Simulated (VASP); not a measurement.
VO2: single point with r2SCAN

VO2:

```xyz
6
Lattice="4.5406 0.0000 0.0000 0.0000 4.5406 0.0000 0.0000 0.0000 2.8298" Properties=species:S:1:pos:R:3 pbc="T T T"
V     0.0000    0.0000    0.0000
V     2.2703    2.2703    1.4149
O     1.3637    1.3637    0.0000
O     0.9067    3.6340    1.4149
O     3.1770    3.1770    0.0000
O     3.6340    0.9067    1.4149
```

* Program: VASP 6.6.1
* Task: single point
* Functional: r2SCAN
* Potentials or basis: VASP PAW PBE potentials, release 64 (V_sv, O)
* Cutoff: 660 eV
* k mesh: 8 × 8 × 12
* Occupations: gaussian, width 0.1 eV
* Spin: collinear spin, ferromagnetic start
* Starting moments: [0.98, 0.98, 0.0, 0.0, 0.0, 0.0] μB

```json
{
 "Pressure": "0.8 GPa",
 "Largest force": "0.041 eV/Å",
 "Band gap on the k mesh": "zero (filled and empty bands overlap)",
 "Net moment": "2.00 μB per cell",
 "Site moments": "V +1.12; O -0.08 μB",
 "Valence electrons inside the program's atomic spheres": "V 11.49; O 5.09"
}
```

Forces on the atoms (eV/Å):
```
V    0.000  0.000  0.000
V    0.000  0.000  0.000
O   -0.029 -0.029  0.000
O    0.029 -0.029  0.000
O    0.029  0.029  0.000
O   -0.029  0.029  0.000
```

Stress tensor (GPa, compression positive):
```
0.61 0.00 0.00
0.00 0.61 0.00
0.00 0.00 1.22
```

Levels at points of the mesh, in eV from the Fermi level:
Spin up:
```
           k point  band 22  band 23  band 24  band 25  band 26  band 27  band 28  band 29  band 30  band 31
(0.00, 0.00, 0.00)    -1.96    -1.96    -1.50    -1.02    -0.61    -0.49    -0.49    -0.14     2.09     2.12
(0.50, 0.00, 0.00)    -3.35    -2.22    -2.22    -0.26    -0.26     0.17     0.17     1.13     1.13     4.11
(0.50, 0.50, 0.00)    -2.84    -2.83    -2.83    -0.93    -0.93    -0.47    -0.47     1.55     1.55     3.74
(0.00, 0.00, 0.50)    -4.13    -3.23    -3.23     0.52     0.52     0.68     0.68     1.03     1.03     3.36
(0.50, 0.00, 0.50)    -3.95    -2.57    -2.57    -0.85    -0.85     0.67     0.67     1.39     1.39     2.63
(0.50, 0.50, 0.50)    -3.03    -2.30    -2.30     0.19     0.19     0.40     0.40     0.68     0.68     3.91
```
Spin down:
| k point | band 20 | band 21 | band 22 | band 23 | band 24 | band 25 | band 26 | band 27 | band 28 | band 29 |
| --- | --- | --- | --- | --- | --- | --- | --- | --- | --- | --- |
| (0.00, 0.00, 0.00) | -3.69 | -2.31 | -2.16 | -2.16 | -1.63 | 0.65 | 0.72 | 1.31 | 1.60 | 1.60 |
| (0.50, 0.00, 0.00) | -5.00 | -3.26 | -3.26 | -2.43 | -2.43 | 1.28 | 1.28 | 2.18 | 2.18 | 2.47 |
| (0.50, 0.50, 0.00) | -3.99 | -2.97 | -2.97 | -2.96 | -2.96 | 0.60 | 0.60 | 1.62 | 1.62 | 2.75 |
| (0.00, 0.00, 0.50) | -4.89 | -4.10 | -4.10 | -3.25 | -3.25 | 1.86 | 1.86 | 2.25 | 2.25 | 2.61 |
| (0.50, 0.00, 0.50) | -4.30 | -3.76 | -3.76 | -2.80 | -2.80 | 0.87 | 0.87 | 2.24 | 2.24 | 2.78 |
| (0.50, 0.50, 0.50) | -4.86 | -3.04 | -3.04 | -2.40 | -2.40 | 1.53 | 1.53 | 2.14 | 2.14 | 2.28 |

Wall time 3.5 min on 4 MPI ranks on Intel(R) Xeon(R) 6975P-C (Granite Rapids) (shared host), peak memory 0.56 GiB a rank.

Caveat: the PAW data sets were made with another functional, which shifts forces and pressure a little; semilocal functionals often make such compounds metallic where correlation or magnetic order opens a gap, which also shifts bond lengths. With open d or f shells a metallic result of r2SCAN can be an artefact of self-interaction; +U or a hybrid may open a gap.
